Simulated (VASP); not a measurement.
The system is Cd.

```
Cd
1.0
     1.60803    0.92840    2.44929
    -1.60803    0.92840    2.44929
     0.00000   -1.85679    2.44929
Cd
1
Direct
  0.00000 0.00000 0.00000
```

Base run:

```yaml
Program: VASP 6.6.1
Functional: PBE
Potentials_or_basis: VASP PAW PBE potentials, release 64 (Cd)
Cutoff: 520 eV
k_mesh: 9 × 9 × 9
Occupations: gaussian, width 0.1 eV
Spin: no spin polarisation
```

Its results: band gap on the k mesh zero (band 6 reaches 3.49 eV, above the bottom of band 7 at 1.55 eV); pressure 2.6 GPa.

Q: After a change of settings the same cell gave: band gap on the k mesh zero (band 6 reaches 3.34 eV, above the bottom of band 7 at 1.21 eV); pressure 3.4 GPa. Which change was it?
A. cutoff from 520 eV to 500 eV; k mesh from 9 × 9 × 9 to 6 × 6 × 6
B. occupations from gaussian, width 0.1 eV to tetrahedron
C. cutoff from 520 eV to 500 eV; k mesh from 9 × 9 × 9 to 6 × 2 × 4; further incar settings from ALGO = Normal; EDIFF = 1e-06; NBANDS = 12 to ALGO = Normal; EDIFF = 1e-06; NBANDS = 12; ISYM = 0
D. occupations from gaussian, width 0.1 eV to methfessel-paxton, width 0.009 eV

A: A.

Caveats: some runs use coarse meshes.
